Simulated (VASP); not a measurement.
# Ti4HC5 in VASP: single point with r2SCAN

Aim: the single point of Ti4HC5 with r2SCAN.

Everything below comes from runs of VASP 6.6.1. Logs are shortened: lines on timing, memory, paths and dates and some standing lists are left out, and cuts for length are marked.

## 1. The cell of the first run

The cell holds a slab with vacuum, 10 atoms: a = 3.060 Å, b = 3.060 Å, c = 26.592 Å, α = 90.00°, β = 90.00°, γ = 90.00°.

## 2. Single point, r2SCAN

Input file POSCAR:

```
Ti4HC5
1.0
    3.0603581490      0.0000000000      0.0000000000
    0.0000000000      3.0603581490      0.0000000000
    0.0000000000      0.0000000000     26.5920000000
Ti C H
4 5 1
Direct
    0.5000000000      0.5000000000      0.3196450060
    0.0000000000      0.0000000000      0.4010228640
    0.5000000000      0.5000000000      0.4813350908
    0.0000000000      0.0000000000      0.5607666545
    0.0000000000      0.0000000000      0.3196450060
    0.5000000000      0.5000000000      0.4010228640
    0.0000000000      0.0000000000      0.4823601086
    0.5000000000      0.5000000000      0.5615371726
    0.5000000000      0.5000000000      0.6116918149
    0.5000000000      0.5000000000      0.6517215645
```

Input file INCAR.step1:

```
SYSTEM = Ti4HC5
PREC     = Accurate       ! precision mode
ENCUT    = 520            ! plane-wave cutoff, eV
ISMEAR   = 0              ! smearing method
SIGMA    = 0.1            ! smearing width, eV
LREAL    = .False.        ! projectors in reciprocal space
LASPH    = .True.         ! aspherical terms in the spheres
NELM     = 60             ! most SCF steps
LDIPOL   = .True.       
IDIPOL   = 3            
DIPOL    = 0.5 0.5 0.479
NBANDS   = 46             ! bands
GGA      = PE             ! functional
ALGO     = Normal         ! electronic algorithm
EDIFF    = 1E-4           ! SCF threshold, eV
LWAVE    = .True.         ! write WAVECAR
LCHARG   = .False.        ! write CHGCAR
```

Input file INCAR.step2:

```
SYSTEM = Ti4HC5
PREC     = Accurate       ! precision mode
ENCUT    = 520            ! plane-wave cutoff, eV
EDIFF    = 1E-6           ! SCF threshold, eV
ISMEAR   = 0              ! smearing method
SIGMA    = 0.1            ! smearing width, eV
LREAL    = .False.        ! projectors in reciprocal space
LASPH    = .True.         ! aspherical terms in the spheres
NELM     = 60             ! most SCF steps
ALGO     = Normal         ! electronic algorithm
ISIF     = 2              ! what is computed and relaxed
LWAVE    = .False.        ! write WAVECAR
LCHARG   = .False.        ! write CHGCAR
LDIPOL   = .True.       
IDIPOL   = 3            
DIPOL    = 0.5 0.5 0.479
METAGGA  = R2SCAN         ! meta-GGA
LMIXTAU  = .True.       
NBANDS   = 46             ! bands
ISTART   = 1
```

Input file KPOINTS:

```
regular mesh
0
Gamma
  9 9 1
  0 0 0
```

Potentials or basis: VASP PAW PBE potentials, release 64 (Ti_sv, C, H).

Run with:

```console
cat potpaw_PBE.64/Ti_sv/POTCAR potpaw_PBE.64/C/POTCAR potpaw_PBE.64/H/POTCAR > POTCAR
cp INCAR.step1 INCAR
mpirun -np 1 vasp_std > vasp.out
cp INCAR.step2 INCAR
mpirun -np 1 vasp_std > vasp.out
```

OUTCAR:

```text
SYSTEM = Ti4HC5
   PREC = Accurate
   ENCUT = 520
   EDIFF = 1E-6
   ISMEAR = 0
   LREAL = .False.
   LASPH = .True.
   NELM = 60
   ISIF = 2
   METAGGA = R2SCAN
   ISTART = 1

 ion  position               nearest neighbor table
   1  0.500  0.500  0.320-   6 2.16   5 2.16   5 2.16   5 2.16   5 2.16
   2  0.000  0.000  0.401-   7 2.16   5 2.16   6 2.16   6 2.16   6 2.16   6 2.16
   3  0.500  0.500  0.481-   8 2.13   6 2.14   7 2.16   7 2.16   7 2.16   7 2.16
   4  0.000  0.000  0.561-   7 2.08   8 2.16   8 2.16   8 2.16   8 2.16
   5  0.000  0.000  0.320-   2 2.16   1 2.16   1 2.16   1 2.16   1 2.16
   6  0.500  0.500  0.401-   3 2.14   1 2.16   2 2.16   2 2.16   2 2.16   2 2.16
   7  0.000  0.000  0.482-   4 2.08   2 2.16   3 2.16   3 2.16   3 2.16   3 2.16
   8  0.500  0.500  0.562-   9 1.33   3 2.13   4 2.16   4 2.16   4 2.16   4 2.16
   9  0.500  0.500  0.612-  10 1.06   8 1.33
  10  0.500  0.500  0.652-   9 1.06

  LATTYP: Found a simple tetragonal cell.
 ALAT       =     3.0603581490
 C/A-ratio  =     8.6891790782

  Lattice vectors:

 A1 = (   3.0603581490,   0.0000000000,   0.0000000000)
 A2 = (   0.0000000000,   3.0603581490,   0.0000000000)
 A3 = (   0.0000000000,   0.0000000000,  26.5920000000)

Analysis of symmetry for initial positions (statically):
=====================================================================
 Subroutine PRICEL returns:
 Original cell was already a primitive cell.

 Routine SETGRP: Setting up the symmetry group for a
 simple tetragonal supercell.

 Subroutine GETGRP returns: Found  8 space group operations
 (whereof  8 operations were pure point group operations)
 out of a pool of 16 trial point group operations.

The static configuration has the point symmetry C_4v.

Analysis of symmetry for dynamics (positions and initial velocities):
=====================================================================
 Subroutine PRICEL returns:
 Original cell was already a primitive cell.

 Routine SETGRP: Setting up the symmetry group for a
 simple tetragonal supercell.

 Subroutine GETGRP returns: Found  8 space group operations
 (whereof  8 operations were pure point group operations)
 out of a pool of 16 trial point group operations.

The dynamic configuration has the point symmetry C_4v.

 Subroutine INISYM returns: Found  8 space group operations
 (whereof  8 operations are pure point group operations),
 and found     1 'primitive' translations

----------------------------------------------------------------------------------------

                                     Primitive cell

  volume of cell :     249.0551

  direct lattice vectors                    reciprocal lattice vectors
     3.060358149  0.000000000  0.000000000     0.326759141  0.000000000  0.000000000
     0.000000000  3.060358149  0.000000000     0.000000000  0.326759141  0.000000000
     0.000000000  0.000000000 26.592000000     0.000000000  0.000000000  0.037605295

  length of vectors
     3.060358149  3.060358149 26.592000000     0.326759141  0.326759141  0.037605295

  position of ions in fractional coordinates (direct lattice)
     0.500000000  0.500000000  0.319645006
     0.000000000  0.000000000  0.401022864
     0.500000000  0.500000000  0.481335091
     0.000000000  0.000000000  0.560766655
     0.000000000  0.000000000  0.319645006
     0.500000000  0.500000000  0.401022864
     0.000000000  0.000000000  0.482360109
     0.500000000  0.500000000  0.561537173
     0.500000000  0.500000000  0.611691815
     0.500000000  0.500000000  0.651721565

  ion indices of the primitive-cell ions
   primitive index   ion index
                 1           1
                 2           2
                 3           3
                 4           4
                 5           5
                 6           6
                 7           7
                 8           8
                 9           9
                10          10

----------------------------------------------------------------------------------------

 KPOINTS: regular mesh

Automatic generation of k-mesh.
 Grid dimensions read from file:
 generate k-points for:    9    9    1

 Generating k-lattice:

  Cartesian coordinates                     Fractional coordinates (reciprocal lattice)
     0.036306571  0.000000000  0.000000000     0.111111111  0.000000000  0.000000000
     0.000000000  0.036306571  0.000000000     0.000000000  0.111111111  0.000000000
     0.000000000  0.000000000  0.037605295     0.000000000  0.000000000  1.000000000

  Length of vectors
     0.036306571  0.036306571  0.037605295

  Shift w.r.t. Gamma in fractional coordinates (k-lattice)
     0.000000000  0.000000000  0.000000000

 Subroutine IBZKPT returns following result:
 ===========================================

 Found     15 irreducible k-points:

 Following reciprocal coordinates:
            Coordinates               Weight
  0.000000  0.000000  0.000000      1.000000
  0.111111  0.000000  0.000000      4.000000
  0.222222  0.000000  0.000000      4.000000
  0.333333  0.000000  0.000000      4.000000
  0.444444  0.000000  0.000000      4.000000
  0.111111  0.111111  0.000000      4.000000
  0.222222  0.111111  0.000000      8.000000
  0.333333  0.111111  0.000000      8.000000
  0.444444  0.111111  0.000000      8.000000
  0.222222  0.222222  0.000000      4.000000
  0.333333  0.222222  0.000000      8.000000
  0.444444  0.222222  0.000000      8.000000
  0.333333  0.333333  0.000000      4.000000
  0.444444  0.333333  0.000000      8.000000
  0.444444  0.444444  0.000000      4.000000
   k-points           NKPTS =     15   k-points in BZ     NKDIM =     15   number of bands    NBANDS=     46
   number of dos      NEDOS =    301   number of ions     NIONS =     10
   total plane-waves  NPLWV = 115200
   dimension x,y,z NGX =    24 NGY =   24 NGZ =  200
   dimension x,y,z NGXF=    48 NGYF=   48 NGZF=  400
   ions per type =               4   5   1
   NGX,Y,Z   is equivalent  to a cutoff of  13.04, 13.04, 12.50 a.u.
   NGXF,Y,Z  is equivalent  to a cutoff of  26.07, 26.07, 25.01 a.u.
 SYSTEM =  Ti4HC5
   PREC   = accura    normal or accurate (medium, high low for compatibility)
   ISTART =      1    job   : 0-new  1-cont  2-samecut
   ICHARG =      0    charge: 1-file 2-atom 10-const
   ISPIN  =      1    spin polarized calculation?
   LNONCOLLINEAR =      F non collinear calculations
   LSORBIT =      F    spin-orbit coupling
   LASPH  =      T    aspherical Exc in radial PAW
   ENCUT  =  520.0 eV  38.22 Ry    6.18 a.u.   5.69  5.69 49.44*2*pi/ulx,y,z
   NELM   =     60;   NELMIN=  2; NELMDL=  0     # of ELM steps
   EDIFF  = 0.1E-05   stopping-criterion for ELM
   LREAL  =      F    real-space projection
   EDIFFG = 0.1E-04   stopping-criterion for IOM
   NSW    =      0    number of steps for IOM
   IBRION =     -1    ionic relax: 0-MD 1-quasi-New 2-CG
   NFREE  =      0    steps in history (QN), initial steepest desc. (CG)
   ISIF   =      2    stress and relaxation
   ISYM   =      2    0-nonsym 1-usesym 2-fastsym
   POTIM  = 0.5000    time-step for ionic-motion
   TEBEG  =    0.0;   TEEND  =   0.0 temperature during run
   PSTRESS=    0.0 pullay stress
   NELECT =      69.0000    total number of electrons
   NUPDOWN=      -1.0000    fix difference up-down
   EMIN   =  10.00;   EMAX   =-10.00  energy-range for DOS
   EFERMI =   0.00;   METHOD = LEGACY
   ISMEAR =     0;   SIGMA  =   0.10  broadening in eV -4-tet -1-fermi 0-gaus
   EFERMI_NEDOS =   21; number of points for ismear=-14 and -15
   IALGO  =     38    algorithm
   IMIX   =      4    mixing-type and parameters
     AMIX     =   0.40;   BMIX     =  1.00
     AMIX_MAG =   1.60;   BMIX_MAG =  1.00
  volume/ion in A,a.u.               =      24.91       168.07
  Fermi-wavevector in a.u.,A,eV,Ry     =   1.067233  2.016778 15.496857  1.138987
  Thomas-Fermi vector in A             =   2.202843
   LORBIT       =      0    0 simple, 1 ext, 2 COOP (PROOUT), +10 PAW based schemes
   METAGGA = R2SCAN    functional components
   LHFCALC =     F    Hartree Fock is set to
   AEXX    =    0.0000 exact exchange contribution
   IVDW    =     0    specifies the selected vdW correction
   LEPSILON=     F    determine dielectric tensor
   LRPA    =     F    only Hartree local field effects (RPA)
 non-spin polarized calculation
 Gauss-broadening in eV      SIGMA  =   0.10
  energy-cutoff  :      520.00
  volume of cell :      249.06
 maximum number of plane-waves:      6760
 NGX is ok and might be reduce to    24
   NGX = 11   NGY = 11   NGZ = 99

 number of electron      69.0000028 magnetization

 dipolmoment           0.000000      0.000000     -0.095079 electrons x Angstroem

 Free energy of the ion-electron system (eV)
  ---------------------------------------------------
  ext. energy  EPLUGINS =         0.00000000
  ---------------------------------------------------
  free energy    TOTEN  =      -109.70927690 eV

  energy without entropy =     -109.70214483  energy(sigma->0) =     -109.70571086

 E-fermi :   1.4792     XC(G=0):  -5.4879

 val. band max:        1.4417038087   @ k =   0.1111   0.1111   0.0000
 cond. band min:       1.5442600035   @ k =   0.2222   0.1111   0.0000
 fundamental gap:      0.1025561947
 Fermi energy:         1.4791888405

 k-point     1 :       0.0000    0.0000    0.0000
  band No.  band energies     occupation
      1     -58.1935      2.00000
      2     -57.7306      2.00000
      3     -57.5802      2.00000
      4     -57.5297      2.00000
      5     -33.4216      2.00000
      6     -33.4216      2.00000
[... 38 lines left out ...]
     45       4.0455      0.00000
     46       4.0954      0.00000

 k-point     2 :       0.1111    0.0000    0.0000
  band No.  band energies     occupation
      1     -58.1902      2.00000
      2     -57.7273      2.00000
      3     -57.5761      2.00000
      4     -57.5285      2.00000
      5     -33.4621      2.00000
      6     -33.4161      2.00000
[... 38 lines left out ...]
     45       4.2005      0.00000
     46       4.5274      0.00000

 k-point     3 :       0.2222    0.0000    0.0000
  band No.  band energies     occupation
      1     -58.1817      2.00000
      2     -57.7191      2.00000
      3     -57.5651      2.00000
      4     -57.5259      2.00000
      5     -33.5592      2.00000
      6     -33.4022      2.00000
[... 577 lines left out ...]
     45       4.9695      0.00000
     46       5.1914      0.00000

 k-point    15 :       0.4444    0.4444    0.0000
  band No.  band energies     occupation
      1     -58.1401      2.00000
      2     -57.6789      2.00000
      3     -57.5127      2.00000
      4     -57.5045      2.00000
      5     -33.6576      2.00000
      6     -33.6552      2.00000
[... 38 lines left out ...]
     45       4.9287      0.00000
     46       5.0123      0.00000

------------------------ aborting loop because EDIFF is reached ----------------------------------------

 vacuum level on the upper side and lower side of the slab       (xc-potential included)        -0.886         0.915

  FORCE on cell =-STRESS in cart. coord.  units (eV):
  Direction    XX          YY          ZZ          XY          YZ          ZX
  --------------------------------------------------------------------------------------
  -------------------------------------------------------------------------------------
  Total       -0.8793670     -0.8793670     -0.6763001      0.0000000      0.0000000      0.0000000
  in kB       -5.6569879     -5.6569879     -4.3506540      0.0000000      0.0000000      0.0000000
  external PRESSURE =      -5.2215432 kB  Pullay stress =       0.0000000 kB

 VOLUME and BASIS-vectors are now :
 -----------------------------------------------------------------------------
  energy-cutoff  :      520.00
  volume of cell :      249.06
      direct lattice vectors                 reciprocal lattice vectors
     3.060358149  0.000000000  0.000000000     0.326759141  0.000000000  0.000000000
     0.000000000  3.060358149  0.000000000     0.000000000  0.326759141  0.000000000
     0.000000000  0.000000000 26.592000000     0.000000000  0.000000000  0.037605295

 POSITION                                       TOTAL-FORCE (eV/Angst)
 -----------------------------------------------------------------------------------
      1.53018      1.53018      8.50000        -0.000000      0.000000      1.470338
      0.00000      0.00000     10.66400        -0.000000      0.000000      0.085174
      1.53018      1.53018     12.79966         0.000000      0.000000     -0.016221
      0.00000      0.00000     14.91191        -0.000000      0.000000      0.054466
      0.00000      0.00000      8.50000        -0.000000     -0.000000     -0.916604
      1.53018      1.53018     10.66400        -0.000000      0.000000     -0.712717
      0.00000      0.00000     12.82692        -0.000000      0.000000     -0.012439
      1.53018      1.53018     14.93240        -0.000000      0.000000     -0.087872
      1.53018      1.53018     16.26611        -0.000000      0.000000      0.098558
      1.53018      1.53018     17.33058        -0.000000      0.000000      0.037319
 -----------------------------------------------------------------------------------
    total drift:                                0.000000     -0.000000     -0.001457

  FREE ENERGIE OF THE ION-ELECTRON SYSTEM (eV)
  ---------------------------------------------------
  free  energy   TOTEN  =      -109.7092768955 eV

  energy  without entropy=     -109.7021448285  energy(sigma->0) =     -109.70571086

 vacuum level on the upper side and lower side of the slab         3.729         5.569
```

Run time: 13 min. Hardware: 1 thread of AMD EPYC 9R45 (Zen 5), shared host; peak memory 0.43 GiB.

Results:

| Quantity | Value |
| --- | --- |
| Free energy | -109.7093 eV |
| Largest force | 1.470 eV/Å |
| Band gap on the k mesh | zero (an odd number of electrons rules out a gap without spin polarisation) |

Forces in eV/Å, atoms in the order of the input:
```
Ti   0.000  0.000  1.470
Ti   0.000  0.000  0.085
Ti   0.000  0.000 -0.016
Ti   0.000  0.000  0.054
C    0.000  0.000 -0.917
C    0.000  0.000 -0.713
C    0.000  0.000 -0.012
C    0.000  0.000 -0.088
C    0.000  0.000  0.099
H    0.000  0.000  0.037
```

Caveat: the PAW data sets were made with another functional, which shifts forces and pressure a little.

The gap in the log of VASP goes by the Fermi energy; the results here count the filled bands.